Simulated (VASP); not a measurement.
Input of a VASP 6.6.1 run:

The input INCAR:

```
SYSTEM = Al5GaAs6
PREC = Accurate
ENCUT = 520
EDIFF = 1E-6
ISMEAR = 0
SIGMA = 0.1
LREAL = .False.
LASPH = .True.
NELM = 60
ALGO = Normal
ISIF = 2
LWAVE = .False.
LCHARG = .False.
GGA = PE
NBANDS = 41
```

The input KPOINTS:

```
Automatic mesh
0
Gamma
  4 2 1
  0 0 0
```

File POSCAR:

```
Al5GaAs6
1.0
   -4.0828048571     -0.0006382807     -0.0000589145
   -0.0002329911      0.0017383747     -5.6021804843
   -0.0004730469    -12.3595708458     -0.0024748443
Al Ga As
5 1 6
Direct
    0.0000670856      0.9993498439      0.1669303115
    0.0000570343      0.9993606453      0.8330685104
    0.5000033131      0.4990874368      0.6666312368
    0.0000053991     -0.0007993478      0.4999963661
    0.4999234962      0.4990656707      0.3333851869
    0.4999815419      0.5002363198      0.0000096539
    0.5000403749      0.2493882132      0.1669397408
   -0.0000159390      0.7535793092     -0.0000070092
    0.5000423507      0.2494004353      0.8330597211
   -0.0000138062      0.7505668615      0.6665050477
    0.4999871436      0.2502137925      0.5000010365
   -0.0000779944      0.7505508197      0.3334801972
```

Potentials or basis: VASP PAW PBE potentials, release 64 (Al, Ga_d, As).

Launch:

```console
$ cat potpaw_PBE.64/Al/POTCAR potpaw_PBE.64/Ga_d/POTCAR potpaw_PBE.64/As/POTCAR > POTCAR
$ mpirun -np 1 vasp_std > vasp.out
```

Question: What does it give for the band gap on the k mesh?

Answer: 1.26 eV, direct.

Question: Predict the pressure.

Answer: 0.2 GPa.

Question: What does it give for the largest force?

Answer: 0.005 eV/Å.

Forces on the atoms (eV/Å):
```
Al   0.001  0.001 -0.001
Al   0.000 -0.001 -0.001
Al   0.000 -0.001  0.002
Al   0.000  0.000  0.000
Al  -0.001  0.002  0.001
Ga   0.000  0.000  0.002
As   0.000 -0.002  0.002
As   0.000  0.000 -0.005
As   0.000  0.002  0.002
As   0.000 -0.001  0.000
As   0.000  0.000 -0.001
As   0.000  0.001  0.000
```

Caveat: the k points lie up to 0.56 Å⁻¹ apart. As with any semilocal functional, this PBE gap is likely too small.
